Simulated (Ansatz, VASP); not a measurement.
**One calculation of CdHg3Se4, two programs**

```
Cd Hg Se
1.0
     6.24447    0.00000    0.00000
     0.00000    6.24447    0.00000
     0.00000    0.00000    6.24447
Cd Hg Se
1 3 4
Direct
  0.00000 0.00000 0.00000
  0.50000 0.00000 0.50000
  0.50000 0.50000 0.00000
  0.00000 0.50000 0.50000
  0.75150 0.24850 0.24850
  0.75150 0.75150 0.75150
  0.24850 0.24850 0.75150
  0.24850 0.75150 0.24850
```

Alike in both runs: functional PBE; k mesh 6 × 6 × 6; occupations gaussian, width 0.1 eV; no spin polarisation.

Ansatz relaxed the structure, and its values are those at the end. VASP's run is a single point on that final structure, the one shown.

```csv
,VASP,Ansatz
version,VASP 6.6.1,Ansatz 0.2.0
potentials or method,"VASP PAW PBE potentials, release 64 (Cd, Hg, Se), cutoff 520 eV","scalar-relativistic, plane waves, PAW"
valence electrons in the cell,72,144
```

```csv
,VASP,Ansatz,Ansatz less VASP
gap on the k mesh at the Fermi level (eV),none,none,-
pressure (GPa),0.2,0.0,-0.21
```

A gap of «none» marks a metal or a gap that the smearing closes. VASP's potentials hold 72 valence electrons a cell and Ansatz's 144, so a difference there can come from the potentials and not from the codes.

Neither program's run includes spin-orbit coupling.
